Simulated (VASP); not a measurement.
A run of VASP 6.6.1 is set up as follows.

POSCAR

```
HfO2
1.0
    0.0000000000      2.5291823192      2.5291823192
    2.5291823192      0.0000000000      2.5291823192
    2.5291823192      2.5291823192      0.0000000000
Hf O
1 2
Direct
    0.0000000000      0.0000000000      0.0000000000
    0.2500000000      0.2500000000      0.2500000000
    0.7500000000      0.7500000000      0.7500000000
```

Contents of INCAR.step1:

```
PREC = Accurate
ENCUT = 520
ISMEAR = 0
SIGMA = 0.01
LREAL = F
LASPH = T
NELM = 100
NBANDS = 18
GGA = PE
ALGO = Normal
EDIFF = 1E-4
LWAVE = T
LCHARG = F
```

Contents of INCAR.step2:

```
PREC = Accurate
ENCUT = 520
EDIFF = 1E-7
ISMEAR = 0
SIGMA = 0.01
LREAL = F
LASPH = T
NELM = 100
ALGO = Normal
ISIF = 2
LWAVE = F
LCHARG = F
METAGGA = R2SCAN
LMIXTAU = T
NBANDS = 18
ISTART = 1
```

File KPOINTS:

```
regular mesh
0
Gamma
  8 8 8
```

Potentials or basis: VASP PAW PBE potentials, release 64 (Hf_pv, O).

Launch:

```sh
$ cat potpaw_PBE.64/Hf_pv/POTCAR potpaw_PBE.64/O/POTCAR > POTCAR
$ cp INCAR.step1 INCAR
$ mpirun -np 1 vasp_std > vasp.out
$ cp INCAR.step2 INCAR
$ mpirun -np 1 vasp_std > vasp.out
```

Question: Estimate the band gap on the k mesh.

Answer: 4.31 eV.

Question: Predict the pressure.

Answer: -4.0 GPa.

Caveat: the cell stands under tension; the PAW data sets were made with another functional, which shifts forces and pressure a little; spin-orbit coupling is left out, which moves the levels of the heavy elements. A k mesh can miss the band edges.
